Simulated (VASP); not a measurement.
# Cd (P6_3/mmc) in VASP: a series of runs, part 2 of 2

VASP 6.6.1. Earlier steps stand in the parts before.

### Step 5. Single point, PBEsol (strain -0.0100 x Voigt [1, 1, 0, 0, 0, 0])

INCAR

```
ALGO = Fast ; EDIFF = 1E-6
ENCUT = 520 ; GGA = PS
ISIF = 2 ; ISMEAR = 0
LASPH = T ; LCHARG = F
LREAL = F ; LWAVE = F
NBANDS = 19 ; NELM = 80
PREC = Accurate ; SIGMA = 0.15
```

KPOINTS

```
k-points
0
Gamma
  18 18 8
```

POSCAR

```
Cd
1.0
    2.9490837830      0.0000000000      0.0000000000
   -1.4745418915      2.5539814740      0.0000000000
    0.0000000000      0.0000000000      5.6176500000
Cd
2
Direct
    0.3333333333      0.6666666667      0.2500000000
    0.6666666667      0.3333333333      0.7500000000
```

Potentials or basis: VASP PAW PBE potentials, release 64 (Cd).

The run is started by

```
cat potpaw_PBE.64/Cd/POTCAR > POTCAR
mpirun -np 1 vasp_std > vasp.out
```

OUTCAR:

```text
EDIFF = 1E-6
   ENCUT = 520
   GGA = PS
   ISIF = 2
   ISMEAR = 0
   LASPH = T
   LREAL = F
   NELM = 80
   PREC = Accurate

 ion  position               nearest neighbor table
   1  0.333  0.667  0.250-   2 3.28   2 3.28   2 3.28   2 3.28   2 3.28   2 3.28
   2  0.667  0.333  0.750-   1 3.28   1 3.28   1 3.28   1 3.28   1 3.28   1 3.28

  LATTYP: Found a hexagonal cell.
 ALAT       =     2.9490837830
 C/A-ratio  =     1.9048797570

  Lattice vectors:

 A1 = (   2.9490837830,   0.0000000000,   0.0000000000)
 A2 = (  -1.4745418915,   2.5539814740,   0.0000000000)
 A3 = (   0.0000000000,   0.0000000000,   5.6176500000)

Analysis of symmetry for initial positions (statically):
=====================================================================
 Subroutine PRICEL returns:
 Original cell was already a primitive cell.

 Routine SETGRP: Setting up the symmetry group for a
 hexagonal supercell.

 Subroutine GETGRP returns: Found 24 space group operations
 (whereof 12 operations were pure point group operations)
 out of a pool of 24 trial point group operations.
[... 156 lines left out ...]

 number of electron      24.0000002 magnetization

 Free energy of the ion-electron system (eV)
  ---------------------------------------------------
  ext. energy  EPLUGINS =         0.00000000
  ---------------------------------------------------
  free energy    TOTEN  =        -2.40289209 eV

  energy without entropy =       -2.39763669  energy(sigma->0) =       -2.40026439

 E-fermi :   3.0110     XC(G=0): -11.3154

 val. band max:        3.0013903065   @ k =   0.3333   0.2778   0.5000
 cond. band min:       3.0168070988   @ k =   0.2222   0.0556   0.1250
 fundamental gap:      0.0154167923
 Fermi energy:         3.0109776329

 k-point     1 :       0.0000    0.0000    0.0000
  band No.  band energies     occupation
      1      -7.0135      2.00000
      2      -6.7522      2.00000
      3      -6.3217      2.00000
      4      -6.3217      2.00000
      5      -6.2702      2.00000
      6      -6.2702      2.00000
[... 505 lines left out ...]
      6      -5.9746      2.00000
[... 11 lines left out ...]
     18      14.0838      0.00000
     19      14.8752      0.00000

 [... further k-points ...]
[... 5 lines left out ...]
  --------------------------------------------------------------------------------------
  -------------------------------------------------------------------------------------
  Total        0.0600641      0.0600641     -0.0029431      0.0000000     -0.0000000      0.0000000
  in kB        2.2743942      2.2743942     -0.1114426      0.0000000     -0.0000000      0.0000000
  external PRESSURE =       1.4791153 kB  Pullay stress =       0.0000000 kB

 VOLUME and BASIS-vectors are now :
 -----------------------------------------------------------------------------
  energy-cutoff  :      520.00
  volume of cell :       42.31
      direct lattice vectors                 reciprocal lattice vectors
     2.949083783  0.000000000  0.000000000     0.339088366  0.195772759  0.000000000
    -1.474541891  2.553981474  0.000000000     0.000000000  0.391545518  0.000000000
     0.000000000  0.000000000  5.617650000     0.000000000  0.000000000  0.178010378

 POSITION                                       TOTAL-FORCE (eV/Angst)
 -----------------------------------------------------------------------------------
     -0.00000      1.70265      1.40441         0.000000     -0.000000      0.000000
      1.47454      0.85133      4.21324        -0.000000      0.000000      0.000000
 -----------------------------------------------------------------------------------
    total drift:                               -0.000000      0.000000      0.000000

  FREE ENERGIE OF THE ION-ELECTRON SYSTEM (eV)
  ---------------------------------------------------
  free  energy   TOTEN  =        -2.4028920930 eV

  energy  without entropy=       -2.3976366880  energy(sigma->0) =       -2.40026439
```

OSZICAR:

```text
N       E                     dE             d eps       ncg     rms          rms(c)
DAV:   1     0.176004569948E+03    0.17600E+03   -0.13165E+04  7038   0.128E+03
DAV:   2     0.147227928472E+01   -0.17453E+03   -0.16782E+03  7324   0.334E+02
DAV:   3    -0.257985697653E+01   -0.40521E+01   -0.40438E+01  8042   0.583E+01
DAV:   4    -0.258703892386E+01   -0.71819E-02   -0.71814E-02  7734   0.232E+00
DAV:   5    -0.258706048950E+01   -0.21566E-04   -0.21565E-04  7740   0.124E-01    0.465E+00
RMM:   6    -0.241713619663E+01    0.16992E+00   -0.38183E-01  7083   0.572E+00    0.367E+00
RMM:   7    -0.240472835889E+01    0.12408E-01   -0.25490E-02  7279   0.114E+00    0.196E+00
RMM:   8    -0.240284230640E+01    0.18861E-02   -0.36902E-03  7558   0.829E-01    0.105E-01
RMM:   9    -0.240287336026E+01   -0.31054E-04   -0.19323E-04  7709   0.143E-01    0.346E-02
RMM:  10    -0.240289617971E+01   -0.22819E-04   -0.80941E-05  7549   0.117E-01    0.328E-02
RMM:  11    -0.240289210809E+01    0.40716E-05   -0.16758E-05  7846   0.384E-02    0.229E-03
RMM:  12    -0.240289209300E+01    0.15083E-07   -0.40016E-07  4744   0.676E-03
   1 F= -.24028921E+01 E0= -.24002644E+01  d E =-.525541E-02
```

stdout:

```text
POSCAR found type information on POSCAR Cd
 POSCAR found :  1 types and       2 ions
 scaLAPACK will be used
 -----------------------------------------------------------------------------
|                                                                             |
|                                                                             |
|     You enforced a specific xc type in the INCAR file but a different       |
|     I HOPE YOU KNOW WHAT YOU ARE DOING!                                     |
|                                                                             |
 -----------------------------------------------------------------------------

 LDA part: xc-table for (Slater+PW92), standard interpolation
 POSCAR, INCAR and KPOINTS ok, starting setup
 FFT: planning ... GRIDC
 FFT: planning ... GRID_SOFT
 FFT: planning ... GRID
 WAVECAR not read
 entering main loop
```

Wall time 36 s (1 thread of Intel Xeon 6975P-C (Granite Rapids), shared host); peak memory 0.25 GiB.

What came out:

```
Free energy            : -2.4029 eV
Pressure               : 0.1 GPa
Band gap on the k mesh : zero (band 12 reaches 4.54 eV, above the bottom of band 13 at -0.20 eV)
```

Caveat: the cell differs from its parent crystal (strain -0.0100 x Voigt [1, 1, 0, 0, 0, 0]); the PAW data sets were made with another functional, which shifts forces and pressure a little.

### Step 6. Single point, PBEsol (strain +0.0100 x Voigt [1, 1, 0, 0, 0, 0])

INCAR

```
ALGO     = Fast           # electronic algorithm
EDIFF    = 1E-6           # SCF threshold, eV
ENCUT    = 520            # plane-wave cutoff, eV
GGA      = PS             # functional
ISIF     = 2              # what is computed and relaxed
ISMEAR   = 0              # smearing method
LASPH    = T              # aspherical terms in the spheres
LCHARG   = F              # write CHGCAR
LREAL    = F              # projectors in reciprocal space
LWAVE    = F              # write WAVECAR
NBANDS   = 19             # bands
NELM     = 60             # most SCF steps
PREC     = Accurate       # precision mode
SIGMA    = 0.15           # smearing width, eV
```

KPOINTS is that of step 5.

POSCAR

```
Cd
1.0
    3.0086612332      0.0000000000      0.0000000000
   -1.5043306166      2.6055770593      0.0000000000
    0.0000000000      0.0000000000      5.6176500000
Cd
2
Direct
    0.3333333333      0.6666666667      0.2500000000
    0.6666666667      0.3333333333      0.7500000000
```

Potentials or basis: VASP PAW PBE potentials, release 64 (Cd).

The run is started by

```
cat potpaw_PBE.64/Cd/POTCAR > POTCAR
mpirun -np 1 vasp_std > vasp.out
```

It took 37 s on 1 thread of Intel Xeon 6975P-C (Granite Rapids), shared host; peak memory 0.24 GiB.

The run converged. Its results:

```
Free energy            : -2.3892 eV
Pressure               : -2.2 GPa
Band gap on the k mesh : zero (band 12 reaches 4.05 eV, above the bottom of band 13 at -0.29 eV)
```

Stress tensor (GPa, compression positive):
```
-2.49  0.00  0.00
 0.00 -2.49  0.00
 0.00  0.00 -1.74
```

Levels at points of the mesh, in eV from the Fermi level:
```csv
k point,band 9,band 10,band 11,band 12,band 13,band 14,band 15,band 16
"(0.00, 0.00, 0.00)",-8.73,-8.47,-8.47,-3.03,-3.03,10.60,14.19,14.37
"(0.50, 0.00, 0.00)",-8.23,-8.21,-2.43,-1.99,1.88,2.91,3.00,5.12
"(0.00, 0.00, 0.50)",-8.58,-8.58,-7.36,-7.36,3.71,3.71,14.51,14.51
"(0.50, 0.00, 0.50)",-8.22,-8.22,-1.61,-1.61,-0.10,-0.10,7.99,7.99
```

Caveat: the cell differs from its parent crystal (strain +0.0100 x Voigt [1, 1, 0, 0, 0, 0]); the PAW data sets were made with another functional, which shifts forces and pressure a little.

### Step 7. Overview

```tsv
cell	further INCAR settings	gap on the mesh (eV)	pressure (GPa)
a = 2.860, b = 2.860, c = 5.618 Å, angles 90.0, 90.0, 120.0°, 2 atoms	ALGO = Fast; EDIFF = 1e-06; NBANDS = 19	none	5.7
a = 2.890, b = 2.890, c = 5.618 Å, angles 90.0, 90.0, 120.0°, 2 atoms	ALGO = Fast; EDIFF = 1e-06; NBANDS = 19	none	3.6
a = 2.919, b = 2.919, c = 5.618 Å, angles 90.0, 90.0, 120.0°, 2 atoms	ALGO = Fast; EDIFF = 1e-07; NBANDS = 19	none	1.7
a = 2.949, b = 2.949, c = 5.618 Å, angles 90.0, 90.0, 120.0°, 2 atoms	ALGO = Fast; EDIFF = 1e-06; NBANDS = 19	none	0.1
a = 3.009, b = 3.009, c = 5.618 Å, angles 90.0, 90.0, 120.0°, 2 atoms	ALGO = Fast; EDIFF = 1e-06; NBANDS = 19	none	-2.2
```

Alike in all rows: task single point; level PBEsol; potentials or basis VASP PAW PBE potentials, release 64 (Cd); no spin polarisation; k mesh 18 × 18 × 8; cutoff (eV) 520; smearing gaussian 0.15 eV.

Caveats: the PAW data sets were made with another functional, which shifts forces and pressure a little.

Total energies depend on the potentials used, so only differences within one code and one set of settings carry meaning.
